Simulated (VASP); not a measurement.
Here is a VASP 6.6.1 calculation.

The input INCAR:

```
SYSTEM = LiBBr4
PREC = Accurate ; ENCUT = 520
EDIFF = 1E-6 ; ISMEAR = 0
SIGMA = 0.1 ; LREAL = .FALSE.
LASPH = .TRUE. ; NELM = 60
ALGO = Fast ; ISIF = 2
LWAVE = .FALSE. ; LCHARG = .TRUE.
GGA = PE ; LELF = .TRUE.
LVHAR = .TRUE. ; NBANDS = 26
```

KPOINTS

```
regular mesh
0
G
  6 6 2
  0 0 0
```

Contents of POSCAR:

```
LiBBr4
1.0
    4.9167390100      0.0000000000      0.0000000000
   -2.4583695100      4.2580208900      0.0000000000
    0.0000000000      0.0000000000      9.0665916000
Li B Br
1 1 4
Direct
    0.6666666700      0.3333333300      0.5000000000
    0.0000000000      0.0000000000      0.0000000000
    0.6666666700      0.3333333300      0.2936623100
    0.6666666700      0.3333333300      0.7063376900
    0.6666666700      0.3333333300      0.0000000000
    0.3333333300      0.6666666700      0.5000000000
```

Potentials or basis: VASP PAW PBE potentials, release 64 (Li_sv, B, Br).

Launch:

```bash
$ cat potpaw_PBE.64/Li_sv/POTCAR potpaw_PBE.64/B/POTCAR potpaw_PBE.64/Br/POTCAR > POTCAR
$ mpirun -np 1 vasp_std > vasp.out
```

**Question.** Predict the largest force.

**Answer.** 5.489 eV/Å.

**Question.** What does it give for the band gap on the k mesh?

**Answer.** Zero (bands 17 and 18 overlap by 0.01 eV).

Forces in eV/Å, atoms in the order of the input:
```
Li   0.000  0.000  0.000
B    0.000  0.000  0.000
Br   0.000  0.000 -5.489
Br   0.000  0.000  5.489
Br   0.000  0.000  0.000
Br   0.000  0.000  0.000
```

Caveat: semilocal functionals underestimate gaps, and a narrow one can read as zero; forces of over 1 eV/Å act on the atoms, so gaps and moduli don't describe the material at rest.
